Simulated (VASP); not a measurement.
A run of VASP 6.6.1 is set up as follows.

Contents of INCAR:

```
  PREC = Accurate
  ENCUT = 520
  EDIFF = 1E-6
  ISMEAR = 0
  SIGMA = 0.1
  LREAL = False
  LASPH = True
  NELM = 100
  ALGO = Normal
  ISIF = 2
  LWAVE = False
  LCHARG = False
  GGA = PE
  NBANDS = 30
```

File KPOINTS:

```
Automatic mesh
0
Gamma
  4 4 4
  0.5 0.5 0.5
```

Contents of POSCAR:

```
In3Se
1.0
    4.8037580000      0.0000000000      0.0000000000
    0.0000000000      4.8037580000      0.0000000000
    0.0000000000      0.0000000000      4.8037580000
In Se
3 1
Direct
    0.0000000000      0.5000000000      0.5000000000
    0.5000000000      0.0000000000      0.5000000000
    0.5000000000      0.5000000000      0.0000000000
    0.0000000000      0.0000000000      0.0000000000
```

Potentials or basis: VASP PAW PBE potentials, release 64 (In_d, Se).

Launch:

```bash
$ cat potpaw_PBE.64/In_d/POTCAR potpaw_PBE.64/Se/POTCAR > POTCAR
$ mpirun -np 1 vasp_std > vasp.out
```

Predict the pressure.

-0.9 GPa.
